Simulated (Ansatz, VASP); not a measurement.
Two plane-wave programs on SnS4

File INCAR:

```
SYSTEM = SnS4
PREC = Accurate ; ENCUT = 600
EDIFF = 1E-6 ; ISMEAR = 0
SIGMA = 0.1 ; LREAL = .FALSE.
LASPH = .TRUE. ; NELM = 60
ALGO = Fast ; ISIF = 3
LWAVE = .FALSE. ; LCHARG = .FALSE.
GGA = PE ; IBRION = 2
NSW = 100 ; EDIFFG = -0.01
```

File KPOINTS:

```
regular mesh
0
G
  8 8 8
  0 0 0
```

File POSCAR:

```
SnS4
1.0
    4.4757958066      0.0000000000      0.0000000000
    0.0000000000      4.4757958066      0.0000000000
    0.0000000000      0.0000000000      5.6559041148
Sn S
1 4
Direct
    0.5000000000      0.5000000000      0.5000000000
    0.0000000000      0.5000000000      0.0000000000
    0.5000000000      0.0000000000      0.0000000000
    0.5000000000      0.5000000000      0.0000000000
    0.0000000000      0.0000000000      0.5000000000
```

Input for Ansatz:

```yaml
crystal:
  lattice:
    - [4.4757958066, 0.0, 0.0]
    - [0.0, 4.4757958066, 0.0]
    - [0.0, 0.0, 5.6559041148]
  atoms:
    - { symbol: Sn, position: [0.5, 0.5, 0.5] }
    - { symbol: S, position: [0.0, 0.5, 0.0] }
    - { symbol: S, position: [0.5, 0.0, 0.0] }
    - { symbol: S, position: [0.5, 0.5, 0.0] }
    - { symbol: S, position: [0.0, 0.0, 0.5] }
basis:
  ecutwfc: 420
kpoints:
  mp_grid: { grid: [8, 8, 8] }
hamiltonian:
  xc: pbe
scf:
  occupations: { method: gaussian, width: 0.1 }
output:
  forces: true
  stress: true
  eigenvalues: true
relax:
  adjacent_minimum: "off"
  f_tol: 0.01
  max_steps: 80
  cell: { stress_tol: 0.05 }
```

Alike in both runs: task relaxation of cell and atoms; functional PBE; k mesh 8 × 8 × 8; occupations gaussian, width 0.1 eV; no spin polarisation.

|  | VASP | Ansatz |
| --- | --- | --- |
| version | VASP 6.6.1 | Ansatz 0.2.0 |
| potentials or method | VASP PAW PBE potentials, release 64 (Sn_d, S), cutoff 600 eV | scalar-relativistic, plane waves, PAW |
| valence electrons in the cell | 38 | 38 |

VASP gave:

- gap on the k mesh at the Fermi level, each at its own relaxed structure (eV): none
- relaxed volume (Å³/atom): 22.63
- relaxed length of the cell vector where the two differ most in proportion (Å): 5.781

Estimate Ansatz's values.

gap on the k mesh at the Fermi level, each at its own relaxed structure (eV): none; relaxed volume (Å³/atom): 22.69; relaxed length of the cell vector where the two differ most in proportion (Å): 5.789.

A gap of «none» marks a metal or a gap that the smearing closes.
